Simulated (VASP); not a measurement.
# CO2 (I-42d) in VASP: single point with r2SCAN

Aim: the single point of CO2 with r2SCAN.

Everything below comes from runs of VASP 6.6.1. Logs are shortened: lines on timing, memory, paths and dates and some standing lists are left out, and cuts for length are marked.

## Step 1: The cell of the first run

The structure is tetragonal, space group I-42d (No. 122). Conventional cell: a = 3.909 Å, b = 3.909 Å, c = 5.936 Å, α = 90.00°, β = 90.00°, γ = 90.00°. Within 1.9 Å of C (site symmetry -4) lie 4 O at 1.39 Å. O (site symmetry 2) has 2 C at 1.39 Å within 1.9 Å.

## Step 2: Single point, r2SCAN

Input file POSCAR:

```
CO2
1.0
   -1.9547201633      1.9547201633      2.9680978035
    1.9547201633     -1.9547201633      2.9680978035
    1.9547201633      1.9547201633     -2.9680978035
C O
2 4
Direct
    0.0000000000      0.0000000000      0.0000000000
    0.7500000000      0.2500000000      0.5000000000
    0.3750000000      0.2922789449      0.4172789449
    0.7077210551      0.1250000000      0.0827210551
    0.8750000000      0.9577210551      0.5827210551
    0.0422789449      0.6250000000      0.9172789449
```

Input file INCAR.step1:

```
SYSTEM = CO2
ALGO = Normal ; EDIFF = 1E-4
ENCUT = 520 ; GGA = PE
ISMEAR = 0 ; LASPH = .TRUE.
LCHARG = .FALSE. ; LREAL = .FALSE.
LWAVE = .TRUE. ; NBANDS = 25
NELM = 80 ; PREC = Accurate
SIGMA = 0.05
```

Input file INCAR.step2:

```
SYSTEM = CO2
ALGO = Normal ; EDIFF = 1E-6
ENCUT = 520 ; ISIF = 2
ISMEAR = 0 ; ISTART = 1
LASPH = .TRUE. ; LCHARG = .FALSE.
LMIXTAU = .TRUE. ; LREAL = .FALSE.
LWAVE = .FALSE. ; METAGGA = R2SCAN
NBANDS = 25 ; NELM = 80
PREC = Accurate ; SIGMA = 0.05
```

Input file KPOINTS:

```
k-points
0
G
  8 8 8
  0 0 0
```

Potentials or basis: VASP PAW PBE potentials, release 64 (C, O).

The run is started by

```console
> cat potpaw_PBE.64/C/POTCAR potpaw_PBE.64/O/POTCAR > POTCAR
> cp INCAR.step1 INCAR
> mpirun -np 1 vasp_std > vasp.out
> cp INCAR.step2 INCAR
> mpirun -np 1 vasp_std > vasp.out
```

OUTCAR:

```text
SYSTEM = CO2
   EDIFF = 1E-6
   ENCUT = 520
   ISIF = 2
   ISMEAR = 0
   ISTART = 1
   LASPH = .TRUE.
   LREAL = .FALSE.
   METAGGA = R2SCAN
   NELM = 80
   PREC = Accurate

 ion  position               nearest neighbor table
   1  0.000  0.000  0.000-   6 1.39   4 1.39   5 1.39   3 1.39
   2  0.750  0.250  0.500-   3 1.39   4 1.39   5 1.39   6 1.39
   3  0.375  0.292  0.417-   2 1.39   1 1.39
   4  0.708  0.125  0.083-   1 1.39   2 1.39
   5  0.875  0.958  0.583-   1 1.39   2 1.39
   6  0.042  0.625  0.917-   1 1.39   2 1.39

  LATTYP: Found a body centered tetragonal cell.
 ALAT       =     3.9094403266
 C/A-ratio  =     1.5184259411

  Lattice vectors:

 A1 = (  -1.9547201633,   1.9547201633,   2.9680978035)
 A2 = (   1.9547201633,  -1.9547201633,   2.9680978035)
 A3 = (   1.9547201633,   1.9547201633,  -2.9680978035)

Analysis of symmetry for initial positions (statically):
=====================================================================
 Subroutine PRICEL returns:
 Original cell was already a primitive cell.

 Routine SETGRP: Setting up the symmetry group for a
 body centered tetragonal supercell.

 Subroutine GETGRP returns: Found  8 space group operations
 (whereof  4 operations were pure point group operations)
 out of a pool of 16 trial point group operations.

The static configuration has the point symmetry S_4 .
 The point group associated with its full space group is D_2d.

Analysis of symmetry for dynamics (positions and initial velocities):
=====================================================================
 Subroutine PRICEL returns:
 Original cell was already a primitive cell.

 Routine SETGRP: Setting up the symmetry group for a
 body centered tetragonal supercell.

 Subroutine GETGRP returns: Found  8 space group operations
 (whereof  4 operations were pure point group operations)
 out of a pool of 16 trial point group operations.

The dynamic configuration has the point symmetry S_4 .
 The point group associated with its full space group is D_2d.

 Subroutine INISYM returns: Found  8 space group operations
 (whereof  4 operations are pure point group operations),
 and found     1 'primitive' translations

----------------------------------------------------------------------------------------

                                     Primitive cell

  volume of cell :      45.3636

  direct lattice vectors                    reciprocal lattice vectors
    -1.954720163  1.954720163  2.968097804     0.000000000  0.255791089  0.168458061
     1.954720163 -1.954720163  2.968097804     0.255791089  0.000000000  0.168458061
     1.954720163  1.954720163 -2.968097804     0.255791089  0.255791089  0.000000000

  length of vectors
     4.056040730  4.056040730  4.056040730     0.306279610  0.306279610  0.361743228

  position of ions in fractional coordinates (direct lattice)
     0.000000000  0.000000000  0.000000000
     0.750000000  0.250000000  0.500000000
     0.375000000  0.292278945  0.417278945
     0.707721055  0.125000000  0.082721055
     0.875000000  0.957721055  0.582721055
     0.042278945  0.625000000  0.917278945

  ion indices of the primitive-cell ions
   primitive index   ion index
                 1           1
                 2           2
                 3           3
                 4           4
                 5           5
                 6           6

----------------------------------------------------------------------------------------

 KPOINTS: k-points

Automatic generation of k-mesh.
 Grid dimensions read from file:
 generate k-points for:    8    8    8

 Generating k-lattice:

  Cartesian coordinates                     Fractional coordinates (reciprocal lattice)
     0.000000000  0.031973886  0.021057258     0.125000000  0.000000000  0.000000000
     0.031973886  0.000000000  0.021057258     0.000000000  0.125000000  0.000000000
     0.031973886  0.031973886  0.000000000     0.000000000  0.000000000  0.125000000

  Length of vectors
     0.038284951  0.038284951  0.045217903

  Shift w.r.t. Gamma in fractional coordinates (k-lattice)
     0.000000000  0.000000000  0.000000000

 Subroutine IBZKPT returns following result:
 ===========================================

 Found     59 irreducible k-points:

 Following reciprocal coordinates:
            Coordinates               Weight
  0.000000  0.000000  0.000000      1.000000
  0.125000  0.000000  0.000000      8.000000
  0.250000  0.000000  0.000000      8.000000
  0.375000  0.000000  0.000000      8.000000
  0.500000  0.000000  0.000000      4.000000
  0.125000  0.125000  0.000000      8.000000
[... 16 lines left out ...]
  0.250000  0.125000  0.125000     16.000000
  0.375000  0.125000  0.125000      8.000000
 [... further k-points ...]
   k-points           NKPTS =     59   k-points in BZ     NKDIM =     59   number of bands    NBANDS=     25
   number of dos      NEDOS =    301   number of ions     NIONS =      6
   total plane-waves  NPLWV =  27000
   dimension x,y,z NGX =    30 NGY =   30 NGZ =   30
   dimension x,y,z NGXF=    60 NGYF=   60 NGZF=   60
   ions per type =               2   4
   NGX,Y,Z   is equivalent  to a cutoff of  12.30, 12.30, 12.30 a.u.
   NGXF,Y,Z  is equivalent  to a cutoff of  24.59, 24.59, 24.59 a.u.
 SYSTEM =  CO2
   PREC   = accura    normal or accurate (medium, high low for compatibility)
   ISTART =      1    job   : 0-new  1-cont  2-samecut
   ICHARG =      0    charge: 1-file 2-atom 10-const
   ISPIN  =      1    spin polarized calculation?
   LNONCOLLINEAR =      F non collinear calculations
   LSORBIT =      F    spin-orbit coupling
   LASPH  =      T    aspherical Exc in radial PAW
   ENCUT  =  520.0 eV  38.22 Ry    6.18 a.u.   7.54  7.54  7.54*2*pi/ulx,y,z
   NELM   =     80;   NELMIN=  2; NELMDL=  0     # of ELM steps
   EDIFF  = 0.1E-05   stopping-criterion for ELM
   LREAL  =      F    real-space projection
   EDIFFG = 0.1E-04   stopping-criterion for IOM
   NSW    =      0    number of steps for IOM
   IBRION =     -1    ionic relax: 0-MD 1-quasi-New 2-CG
   NFREE  =      0    steps in history (QN), initial steepest desc. (CG)
   ISIF   =      2    stress and relaxation
   ISYM   =      2    0-nonsym 1-usesym 2-fastsym
   POTIM  = 0.5000    time-step for ionic-motion
   TEBEG  =    0.0;   TEEND  =   0.0 temperature during run
   PSTRESS=    0.0 pullay stress
   NELECT =      32.0000    total number of electrons
   NUPDOWN=      -1.0000    fix difference up-down
   EMIN   =  10.00;   EMAX   =-10.00  energy-range for DOS
   EFERMI =   0.00;   METHOD = LEGACY
   ISMEAR =     0;   SIGMA  =   0.05  broadening in eV -4-tet -1-fermi 0-gaus
   EFERMI_NEDOS =   21; number of points for ismear=-14 and -15
   IALGO  =     38    algorithm
   IMIX   =      4    mixing-type and parameters
     AMIX     =   0.40;   BMIX     =  1.00
     AMIX_MAG =   1.60;   BMIX_MAG =  1.00
  volume/ion in A,a.u.               =       7.56        51.02
  Fermi-wavevector in a.u.,A,eV,Ry     =   1.457323  2.753940 28.895905  2.123789
  Thomas-Fermi vector in A             =   2.574138
   LORBIT       =      0    0 simple, 1 ext, 2 COOP (PROOUT), +10 PAW based schemes
   METAGGA = R2SCAN    functional components
   LHFCALC =     F    Hartree Fock is set to
   AEXX    =    0.0000 exact exchange contribution
   IVDW    =     0    specifies the selected vdW correction
   LEPSILON=     F    determine dielectric tensor
   LRPA    =     F    only Hartree local field effects (RPA)
 non-spin polarized calculation
 Gauss-broadening in eV      SIGMA  =   0.05
  energy-cutoff  :      520.00
  volume of cell :       45.36
 maximum number of plane-waves:      1234
   NGX = 15   NGY = 15   NGZ = 15

 number of electron      31.9999977 magnetization

 Free energy of the ion-electron system (eV)
  ---------------------------------------------------
  ext. energy  EPLUGINS =         0.00000000
  ---------------------------------------------------
  free energy    TOTEN  =       -49.36586784 eV

  energy without entropy =      -49.36586784  energy(sigma->0) =      -49.36586784

 E-fermi :   2.2503     XC(G=0): -12.0637

 val. band max:        2.0208230300   @ k =   0.5000   0.0000   0.0000
 cond. band min:      10.5004416943   @ k =   0.0000   0.0000   0.0000
 fundamental gap:      8.4796186643
 Fermi energy:         2.2502885904

 k-point     1 :       0.0000    0.0000    0.0000
  band No.  band energies     occupation
      1     -23.4065      2.00000
      2     -18.0461      2.00000
      3     -18.0461      2.00000
      4     -17.3356      2.00000
      5     -13.2007      2.00000
      6      -7.9596      2.00000
[... 17 lines left out ...]
     24      18.5423      0.00000
     25      18.5423      0.00000

 k-point     2 :       0.1250    0.0000    0.0000
  band No.  band energies     occupation
      1     -23.2990      2.00000
      2     -18.2864      2.00000
      3     -18.0737      2.00000
      4     -17.4766      2.00000
      5     -12.8651      2.00000
      6      -7.9493      2.00000
[... 17 lines left out ...]
     24      18.4636      0.00000
     25      18.6749      0.00000

 k-point     3 :       0.2500    0.0000    0.0000
  band No.  band energies     occupation
      1     -22.9969      2.00000
      2     -18.9792      2.00000
      3     -18.1297      2.00000
      4     -17.6388      2.00000
      5     -12.1699      2.00000
      6      -7.9487      2.00000
[... 17 lines left out ...]
     24      18.1137      0.00000
     25      18.6647      0.00000

 k-point     4 :       0.3750    0.0000    0.0000
  band No.  band energies     occupation
      1     -22.5894      2.00000
      2     -19.7504      2.00000
      3     -18.1724      2.00000
      4     -17.7424      2.00000
      5     -11.5788      2.00000
      6      -7.9211      2.00000
[... 17 lines left out ...]
     24      17.8114      0.00000
     25      18.3132      0.00000

 k-point     5 :       0.5000    0.0000    0.0000
  band No.  band energies     occupation
      1     -22.3551      2.00000
      2     -20.1228      2.00000
      3     -18.1862      2.00000
      4     -17.7831      2.00000
      5     -11.3589      2.00000
      6      -7.8926      2.00000
[... 17 lines left out ...]
     24      17.6897      0.00000
     25      18.3396      0.00000

 k-point     6 :       0.1250    0.1250    0.0000
  band No.  band energies     occupation
      1     -23.1261      2.00000
      2     -18.6354      2.00000
      3     -18.1222      2.00000
      4     -17.6687      2.00000
      5     -12.3726      2.00000
      6      -8.0413      2.00000
[... 17 lines left out ...]
     24      18.3323      0.00000
     25      18.6228      0.00000
[... 393 lines left out ...]
 k-point    21 :       0.5000    0.5000    0.0000
  band No.  band energies     occupation
      1     -21.2908      2.00000
      2     -21.2908      2.00000
      3     -18.1075      2.00000
      4     -18.1075      2.00000
      5      -9.9982      2.00000
      6      -9.9982      2.00000
[... 17 lines left out ...]
     24      18.0060      0.00000
     25      18.4431      0.00000

 k-point    22 :       0.1250    0.1250    0.1250
  band No.  band energies     occupation
      1     -22.7219      2.00000
      2     -19.4745      2.00000
      3     -18.1869      2.00000
      4     -17.7130      2.00000
      5     -11.7077      2.00000
      6      -8.5457      2.00000
[... 17 lines left out ...]
     24      18.0149      0.00000
     25      18.9551      0.00000

 k-point    23 :       0.2500    0.1250    0.1250
  band No.  band energies     occupation
      1     -22.3112      2.00000
      2     -20.1063      2.00000
      3     -18.2357      2.00000
      4     -17.8358      2.00000
      5     -11.1365      2.00000
      6      -8.6488      2.00000
[... 17 lines left out ...]
     24      17.8322      0.00000
     25      18.4176      0.00000

 k-point    24 :       0.3750    0.1250    0.1250
  band No.  band energies     occupation
      1     -22.0594      2.00000
      2     -20.4465      2.00000
      3     -18.2497      2.00000
      4     -17.8879      2.00000
      5     -10.8880      2.00000
      6      -8.6690      2.00000
[... 17 lines left out ...]
     24      17.6148      0.00000
     25      18.4874      0.00000

 [... further k-points ...]

------------------------ aborting loop because EDIFF is reached ----------------------------------------

  FORCE on cell =-STRESS in cart. coord.  units (eV):
  Direction    XX          YY          ZZ          XY          YZ          ZX
  --------------------------------------------------------------------------------------
  -------------------------------------------------------------------------------------
  Total        0.6858804      0.6858804      0.5486618      0.0000000      0.0000000      0.0000000
  in kB       24.2243199     24.2243199     19.3779537      0.0000000      0.0000000      0.0000000
  external PRESSURE =      22.6088645 kB  Pullay stress =       0.0000000 kB

 VOLUME and BASIS-vectors are now :
 -----------------------------------------------------------------------------
  energy-cutoff  :      520.00
  volume of cell :       45.36
      direct lattice vectors                 reciprocal lattice vectors
    -1.954720163  1.954720163  2.968097804     0.000000000  0.255791089  0.168458061
     1.954720163 -1.954720163  2.968097804     0.255791089  0.000000000  0.168458061
     1.954720163  1.954720163 -2.968097804     0.255791089  0.255791089  0.000000000

 POSITION                                       TOTAL-FORCE (eV/Angst)
 -----------------------------------------------------------------------------------
      0.00000      0.00000      0.00000        -0.000000      0.000000      0.000000
      0.00000      1.95472      1.48405        -0.000000      0.000000      0.000000
      0.65397      0.97736      0.74202         0.135747      0.000000     -0.000000
     -0.97736      1.30075      2.22607        -0.000000     -0.135747      0.000000
      1.30075      0.97736      3.71012        -0.135747      0.000000      0.000000
      2.93208      0.65397     -0.74202        -0.000000      0.135747     -0.000000
 -----------------------------------------------------------------------------------
    total drift:                                0.000002      0.000002      0.000002

  FREE ENERGIE OF THE ION-ELECTRON SYSTEM (eV)
  ---------------------------------------------------
  free  energy   TOTEN  =       -49.3658678379 eV

  energy  without entropy=      -49.3658678379  energy(sigma->0) =      -49.36586784
```

Run time: 3.2 min. Hardware: 1 thread of Intel Xeon Platinum 8488C (Sapphire Rapids), shared host; peak memory 0.19 GiB.

What came out:

- Free energy: -49.3659 eV
- Pressure: 2.3 GPa
- Largest force: 0.136 eV/Å
- Band gap on the k mesh: 8.48 eV (least direct gap 8.89 eV)

Forces in eV/Å, atoms in the order of the input:
```
C    0.000  0.000  0.000
C    0.000  0.000  0.000
O    0.136  0.000  0.000
O    0.000 -0.136  0.000
O   -0.136  0.000  0.000
O    0.000  0.136  0.000
```

Stress tensor (GPa, compression positive):
```
2.42 0.00 0.00
0.00 2.42 0.00
0.00 0.00 1.94
```

Caveat: the PAW data sets were made with another functional, which shifts forces and pressure a little. r2SCAN opens gaps a little over a GGA but as a rule still falls short of measured ones.
